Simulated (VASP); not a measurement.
Wanted: the native input for a VASP 6.6.1 run.

```yaml
Task: single point
Functional: BLYP
Potentials_or_basis: VASP PAW PBE potentials, release 64 (Sc_sv)
Cutoff: 520 eV
k_mesh: 12 × 12 × 4
Occupations: fermi-dirac, width 0.1 eV
Spin: no spin polarisation
Dipole_correction: no
Further_INCAR_settings: ALGO = Normal; EDIFF = 1e-06; NBANDS = 30
```

The structure of Sc lies in POSCAR:

```
Sc
1.0
    3.2663378745      0.0000000000      0.0000000000
   -1.6331689372      2.8287315766      0.0000000000
    0.0000000000      0.0000000000     10.4119687574
Sc
4
Direct
    0.0000000000      1.0000000000      1.0000000000
    0.0000000000      1.0000000000      0.5000000000
    0.3333333333      0.6666666667      0.2500000000
    0.6666666667      0.3333333333      0.7500000000
```

One way to write it, as run:

INCAR

```
SYSTEM = Sc
  PREC = Accurate
  ENCUT = 520
  EDIFF = 1E-6
  ISMEAR = -1
  SIGMA = 0.1
  LREAL = .FALSE.
  LASPH = .TRUE.
  NELM = 100
  ALGO = Normal
  ISIF = 2
  LWAVE = .FALSE.
  LCHARG = .TRUE.
  GGA = B5
  ALDAX = 1.0
  AGGAX = 1.0
  AGGAC = 1.0
  ALDAC = 0.0
  LELF = .TRUE.
  LVHAR = .TRUE.
  NBANDS = 30
```

KPOINTS

```
regular mesh
0
G
  12 12 4
  0 0 0
```

Potentials or basis: VASP PAW PBE potentials, release 64 (Sc_sv).

Launch:

```bash
$ cat potpaw_PBE.64/Sc_sv/POTCAR > POTCAR
$ mpirun -np 1 vasp_std > vasp.out
```

It gave:

| Quantity | Value |
| --- | --- |
| Pressure | 2.2 GPa |
| Band gap on the k mesh | zero (bands 22 and 23 overlap by 1.20 eV) |

Caveat: the PAW data sets were made with another functional, which shifts forces and pressure a little.

Wall time 2.3 min on 1 thread of Intel(R) Xeon(R) Platinum 8488C (Sapphire Rapids), on a shared host, peak memory 0.27 GiB.
